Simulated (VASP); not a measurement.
# BN (F-43m) in VASP: settings compared

The runs below take BN through single point, with PBE, r2SCAN.

Program: VASP 6.6.1. These are calculated values, not measurements. Logs are shortened: lines on timing, memory, paths and dates and some standing lists are left out, and cuts for length are marked.

### Step 1. The cell of the first run

It takes space group F-43m (No. 216, cubic). Conventional cell: a = 3.625 Å, b = 3.625 Å, c = 3.625 Å, α = 90.00°, β = 90.00°, γ = 90.00°. Within 2.1 Å of B (site symmetry -43m) lie 4 N at 1.57 Å. Within 2.1 Å of N (site symmetry -43m) lie 4 B at 1.57 Å.

### Step 2. Single point, PBE

Contents of INCAR:

```
  ALGO = Normal
  EDIFF = 1E-7
  ENCUT = 520
  GGA = PE
  ISIF = 2
  ISMEAR = 0
  LASPH = T
  LCHARG = T
  LELF = T
  LREAL = F
  LVHAR = T
  LWAVE = F
  NBANDS = 11
  NELM = 80
  PREC = Accurate
  SIGMA = 0.02
```

Contents of KPOINTS:

```
k-points
0
Gamma
  12 12 12
```

Contents of POSCAR:

```
BN
1.0
    0.0000000000      1.8123816016      1.8123816016
    1.8123816016      0.0000000000      1.8123816016
    1.8123816016      1.8123816016      0.0000000000
B N
1 1
Direct
    0.5000000000      0.5000000000      0.5000000000
    0.2500000000      0.2500000000      0.2500000000
```

Potentials or basis: VASP PAW PBE potentials, release 64 (B, N).

Command:

```sh
$ cat potpaw_PBE.64/B/POTCAR potpaw_PBE.64/N/POTCAR > POTCAR
$ mpirun -np 1 vasp_std > vasp.out
```

OUTCAR:

```text
EDIFF = 1E-7
   ENCUT = 520
   GGA = PE
   ISIF = 2
   ISMEAR = 0
   LASPH = T
   LREAL = F
   NELM = 80
   PREC = Accurate

 ion  position               nearest neighbor table
   1  0.500  0.500  0.500-   2 1.57   2 1.57   2 1.57   2 1.57
   2  0.250  0.250  0.250-   1 1.57   1 1.57   1 1.57   1 1.57

  LATTYP: Found a face centered cubic cell.
 ALAT       =     3.6247632032

  Lattice vectors:

 A1 = (   0.0000000000,   1.8123816016,   1.8123816016)
 A2 = (   1.8123816016,   0.0000000000,   1.8123816016)
 A3 = (   1.8123816016,   1.8123816016,   0.0000000000)

Analysis of symmetry for initial positions (statically):
=====================================================================
 Subroutine PRICEL returns:
 Original cell was already a primitive cell.

 Routine SETGRP: Setting up the symmetry group for a
 face centered cubic supercell.

 Subroutine GETGRP returns: Found 24 space group operations
 (whereof 24 operations were pure point group operations)
 out of a pool of 48 trial point group operations.

The static configuration has the point symmetry T_d .

Analysis of symmetry for dynamics (positions and initial velocities):
=====================================================================
 Subroutine PRICEL returns:
 Original cell was already a primitive cell.

 Routine SETGRP: Setting up the symmetry group for a
 face centered cubic supercell.

 Subroutine GETGRP returns: Found 24 space group operations
 (whereof 24 operations were pure point group operations)
 out of a pool of 48 trial point group operations.

The dynamic configuration has the point symmetry T_d .

 Subroutine INISYM returns: Found 24 space group operations
 (whereof 24 operations are pure point group operations),
 and found     1 'primitive' translations

----------------------------------------------------------------------------------------

                                     Primitive cell

  volume of cell :      11.9064

  direct lattice vectors                    reciprocal lattice vectors
     0.000000000  1.812381602  1.812381602    -0.275880090  0.275880090  0.275880090
     1.812381602  0.000000000  1.812381602     0.275880090 -0.275880090  0.275880090
     1.812381602  1.812381602  0.000000000     0.275880090  0.275880090 -0.275880090

  length of vectors
     2.563094641  2.563094641  2.563094641     0.477838333  0.477838333  0.477838333

  position of ions in fractional coordinates (direct lattice)
     0.500000000  0.500000000  0.500000000
     0.250000000  0.250000000  0.250000000

  ion indices of the primitive-cell ions
   primitive index   ion index
                 1           1
                 2           2

----------------------------------------------------------------------------------------

 KPOINTS: k-points

Automatic generation of k-mesh.
 Grid dimensions read from file:
 generate k-points for:   12   12   12

 Generating k-lattice:

  Cartesian coordinates                     Fractional coordinates (reciprocal lattice)
    -0.022990008  0.022990008  0.022990008     0.083333333  0.000000000  0.000000000
     0.022990008 -0.022990008  0.022990008     0.000000000  0.083333333  0.000000000
     0.022990008  0.022990008 -0.022990008     0.000000000  0.000000000  0.083333333

  Length of vectors
     0.039819861  0.039819861  0.039819861

  Shift w.r.t. Gamma in fractional coordinates (k-lattice)
     0.000000000  0.000000000  0.000000000

 Subroutine IBZKPT returns following result:
 ===========================================

 Found     72 irreducible k-points:

 Following reciprocal coordinates:
            Coordinates               Weight
  0.000000  0.000000  0.000000      1.000000
  0.083333  0.000000  0.000000      8.000000
  0.166667  0.000000  0.000000      8.000000
  0.250000  0.000000  0.000000      8.000000
  0.333333  0.000000  0.000000      8.000000
  0.416667  0.000000  0.000000      8.000000
[... 16 lines left out ...]
  0.500000  0.166667  0.000000     24.000000
 -0.416667  0.166667  0.000000     24.000000
 [... further k-points ...]
   k-points           NKPTS =     72   k-points in BZ     NKDIM =     72   number of bands    NBANDS=     11
   number of dos      NEDOS =    301   number of ions     NIONS =      2
   total plane-waves  NPLWV =   8000
   dimension x,y,z NGX =    20 NGY =   20 NGZ =   20
   dimension x,y,z NGXF=    40 NGYF=   40 NGZF=   40
   ions per type =               1   1
   NGX,Y,Z   is equivalent  to a cutoff of  12.97, 12.97, 12.97 a.u.
   NGXF,Y,Z  is equivalent  to a cutoff of  25.94, 25.94, 25.94 a.u.
 SYSTEM =  unknown system
   PREC   = accura    normal or accurate (medium, high low for compatibility)
   ISTART =      0    job   : 0-new  1-cont  2-samecut
   ICHARG =      2    charge: 1-file 2-atom 10-const
   ISPIN  =      1    spin polarized calculation?
   LNONCOLLINEAR =      F non collinear calculations
   LSORBIT =      F    spin-orbit coupling
   LASPH  =      T    aspherical Exc in radial PAW
   ENCUT  =  520.0 eV  38.22 Ry    6.18 a.u.   4.77  4.77  4.77*2*pi/ulx,y,z
   NELM   =     80;   NELMIN=  2; NELMDL= -5     # of ELM steps
   EDIFF  = 0.1E-06   stopping-criterion for ELM
   LREAL  =      F    real-space projection
   EDIFFG = 0.1E-05   stopping-criterion for IOM
   NSW    =      0    number of steps for IOM
   IBRION =     -1    ionic relax: 0-MD 1-quasi-New 2-CG
   NFREE  =      0    steps in history (QN), initial steepest desc. (CG)
   ISIF   =      2    stress and relaxation
   ISYM   =      2    0-nonsym 1-usesym 2-fastsym
   POTIM  = 0.5000    time-step for ionic-motion
   TEBEG  =    0.0;   TEEND  =   0.0 temperature during run
   PSTRESS=    0.0 pullay stress
   NELECT =       8.0000    total number of electrons
   NUPDOWN=      -1.0000    fix difference up-down
   EMIN   =  10.00;   EMAX   =-10.00  energy-range for DOS
   EFERMI =   0.00;   METHOD = LEGACY
   ISMEAR =     0;   SIGMA  =   0.02  broadening in eV -4-tet -1-fermi 0-gaus
   EFERMI_NEDOS =   21; number of points for ismear=-14 and -15
   IALGO  =     38    algorithm
   IMIX   =      4    mixing-type and parameters
     AMIX     =   0.40;   BMIX     =  1.00
     AMIX_MAG =   1.60;   BMIX_MAG =  1.00
  volume/ion in A,a.u.               =       5.95        40.17
  Fermi-wavevector in a.u.,A,eV,Ry     =   1.433877  2.709634 27.973616  2.056003
  Thomas-Fermi vector in A             =   2.553347
   LORBIT       =      0    0 simple, 1 ext, 2 COOP (PROOUT), +10 PAW based schemes
   GGA     = PE    functional components
   LHFCALC =     F    Hartree Fock is set to
   AEXX    =    0.0000 exact exchange contribution
   IVDW    =     0    specifies the selected vdW correction
   LEPSILON=     F    determine dielectric tensor
   LRPA    =     F    only Hartree local field effects (RPA)
 non-spin polarized calculation
 Gauss-broadening in eV      SIGMA  =   0.02
  energy-cutoff  :      520.00
  volume of cell :       11.91
 maximum number of plane-waves:       332
   NGX =  9   NGY =  9   NGZ =  9

 number of electron       7.9999999 magnetization

 Free energy of the ion-electron system (eV)
  ---------------------------------------------------
  ext. energy  EPLUGINS =         0.00000000
  ---------------------------------------------------
  free energy    TOTEN  =       -17.45101358 eV

  energy without entropy =      -17.45101358  energy(sigma->0) =      -17.45101358

 E-fermi :   7.4054     XC(G=0): -12.7821

 val. band max:        7.3035949703   @ k =   0.0000   0.0000   0.0000
 cond. band min:      11.7543443800   @ k =   0.5000   0.5000   0.0000
 fundamental gap:      4.4507494097
 Fermi energy:         7.4054480355

 k-point     1 :       0.0000    0.0000    0.0000
  band No.  band energies     occupation
      1     -12.8354      2.00000
      2       7.3036      2.00000
      3       7.3036      2.00000
      4       7.3036      2.00000
      5      16.0850      0.00000
      6      16.0850      0.00000
      7      16.0850      0.00000
      8      17.5217      0.00000
      9      31.9042      0.00000
     10      34.9736      0.00000
     11      34.9736      0.00000

 k-point     2 :       0.0833    0.0000    0.0000
  band No.  band energies     occupation
      1     -12.6674      2.00000
      2       6.3961      2.00000
      3       7.1245      2.00000
      4       7.1245      2.00000
      5      16.2827      0.00000
      6      16.3566      0.00000
      7      16.3566      0.00000
      8      18.0915      0.00000
      9      31.7182      0.00000
     10      32.7780      0.00000
     11      32.7780      0.00000

 k-point     3 :       0.1667    0.0000    0.0000
  band No.  band energies     occupation
      1     -12.1699      2.00000
      2       4.3084      2.00000
      3       6.6886      2.00000
      4       6.6886      2.00000
      5      16.5782      0.00000
      6      16.9885      0.00000
      7      16.9885      0.00000
      8      19.4281      0.00000
      9      31.1929      0.00000
     10      31.2316      0.00000
     11      31.2316      0.00000

 k-point     4 :       0.2500    0.0000    0.0000
  band No.  band energies     occupation
      1     -11.3666      2.00000
      2       1.8574      2.00000
      3       6.1850      2.00000
      4       6.1850      2.00000
      5      16.8654      0.00000
      6      17.5934      0.00000
      7      17.5934      0.00000
      8      20.7678      0.00000
      9      30.6512      0.00000
     10      30.8272      0.00000
     11      30.8272      0.00000
[... 239 lines left out ...]
 k-point    22 :       0.4167    0.1667    0.0000
  band No.  band energies     occupation
      1      -9.4330      2.00000
      2      -0.8194      2.00000
      3       4.1882      2.00000
      4       4.3733      2.00000
      5      15.7693      0.00000
      6      19.6263      0.00000
      7      20.1180      0.00000
      8      20.9865      0.00000
      9      27.5970      0.00000
     10      33.3794      0.00000
     11      35.5939      0.00000

 k-point    23 :       0.5000    0.1667    0.0000
  band No.  band energies     occupation
      1      -8.4780      2.00000
      2      -2.3592      2.00000
      3       3.6066      2.00000
      4       4.4452      2.00000
      5      16.1252      0.00000
      6      19.5565      0.00000
      7      19.8782      0.00000
      8      22.2799      0.00000
      9      27.9712      0.00000
     10      33.5516      0.00000
     11      34.7983      0.00000

 k-point    24 :      -0.4167    0.1667    0.0000
  band No.  band energies     occupation
      1      -8.2960      2.00000
      2      -2.6241      2.00000
      3       3.2077      2.00000
      4       4.7575      2.00000
      5      16.5758      0.00000
      6      19.4093      0.00000
      7      19.4858      0.00000
      8      22.8891      0.00000
      9      28.2580      0.00000
     10      32.5547      0.00000
     11      33.8222      0.00000

 [... further k-points ...]

------------------------ aborting loop because EDIFF is reached ----------------------------------------

  FORCE on cell =-STRESS in cart. coord.  units (eV):
  Direction    XX          YY          ZZ          XY          YZ          ZX
  --------------------------------------------------------------------------------------
  -------------------------------------------------------------------------------------
  Total        0.0159053      0.0159053      0.0159053     -0.0000000     -0.0000000      0.0000000
  in kB        2.1402986      2.1402986      2.1402986     -0.0000000     -0.0000000      0.0000000
  external PRESSURE =       2.1402986 kB  Pullay stress =       0.0000000 kB

 VOLUME and BASIS-vectors are now :
 -----------------------------------------------------------------------------
  energy-cutoff  :      520.00
  volume of cell :       11.91
      direct lattice vectors                 reciprocal lattice vectors
     0.000000000  1.812381602  1.812381602    -0.275880090  0.275880090  0.275880090
     1.812381602  0.000000000  1.812381602     0.275880090 -0.275880090  0.275880090
     1.812381602  1.812381602  0.000000000     0.275880090  0.275880090 -0.275880090

 POSITION                                       TOTAL-FORCE (eV/Angst)
 -----------------------------------------------------------------------------------
      1.81238      1.81238      1.81238         0.000000      0.000000      0.000000
      0.90619      0.90619      0.90619        -0.000000     -0.000000     -0.000000
 -----------------------------------------------------------------------------------
    total drift:                               -0.000000     -0.000000     -0.000000

  FREE ENERGIE OF THE ION-ELECTRON SYSTEM (eV)
  ---------------------------------------------------
  free  energy   TOTEN  =       -17.4510135762 eV

  energy  without entropy=      -17.4510135762  energy(sigma->0) =      -17.45101358
```

Run time: 22 s. Hardware: 1 thread of AMD EPYC 7R13, shared host; peak memory 0.09 GiB.

Results:

```
Free energy            : -17.4510 eV
Pressure               : 0.2 GPa
Band gap on the k mesh : 4.45 eV, indirect (least direct gap 8.78 eV)
```

Levels at points of the mesh, in eV from the valence-band top:
```tsv
k point	band 1	band 2	band 3	band 4	band 5	band 6	band 7	band 8	band 9
(0.00, 0.00, 0.00)	-20.14	0.00	0.00	0.00	8.78	8.78	8.78	10.22	24.60
(0.50, 0.00, 0.00)	-15.96	-10.62	-1.93	-1.93	10.04	10.66	10.66	15.17	23.34
(0.50, 0.50, 0.00)	-14.60	-8.86	-4.86	-4.86	4.45	9.19	17.79	17.79	20.65
```

### Step 3. Single point, r2SCAN

POSCAR is that of step 2.

Contents of INCAR.step1:

```
PREC = Accurate ; ENCUT = 520
ISMEAR = 0 ; SIGMA = 0.02
LREAL = F ; LASPH = T
NELM = 100 ; NBANDS = 11
GGA = PE ; ALGO = Normal
EDIFF = 1E-4 ; LWAVE = T
LCHARG = F
```

Contents of INCAR.step2:

```
PREC = Accurate ; ENCUT = 520
EDIFF = 1E-6 ; ISMEAR = 0
SIGMA = 0.02 ; LREAL = F
LASPH = T ; NELM = 100
ALGO = Normal ; ISIF = 2
LWAVE = F ; LCHARG = F
METAGGA = R2SCAN ; LMIXTAU = T
NBANDS = 11 ; ISTART = 1
```

Contents of KPOINTS:

```
regular mesh
0
Gamma
  12 12 12
```

Potentials or basis: VASP PAW PBE potentials, release 64 (B, N).

Command:

```sh
$ cat potpaw_PBE.64/B/POTCAR potpaw_PBE.64/N/POTCAR > POTCAR
$ cp INCAR.step1 INCAR
$ mpirun -np 1 vasp_std > vasp.out
$ cp INCAR.step2 INCAR
$ mpirun -np 1 vasp_std > vasp.out
```

Wall time 88 s (1 thread of AMD EPYC 7R13, shared host); peak memory 0.1 GiB.

It converged, with:

```yaml
Free_energy: -19.1707 eV
Pressure: -3.7 GPa
Band_gap_on_the_k_mesh: 4.97 eV, indirect (least direct gap 9.49 eV)
```

Levels at points of the mesh, in eV from the valence-band top:
| k point | band 2 | band 3 | band 4 | band 5 | band 6 | band 7 |
| --- | --- | --- | --- | --- | --- | --- |
| (0.00, 0.00, 0.00) | 0.00 | 0.00 | 0.00 | 9.49 | 9.49 | 9.49 |
| (0.50, 0.00, 0.00) | -11.01 | -2.00 | -2.00 | 10.68 | 11.42 | 11.42 |
| (0.50, 0.50, 0.00) | -9.27 | -5.06 | -5.06 | 4.97 | 9.77 | 19.13 |

Caveat: the PAW data sets were made with another functional, which shifts forces and pressure a little.
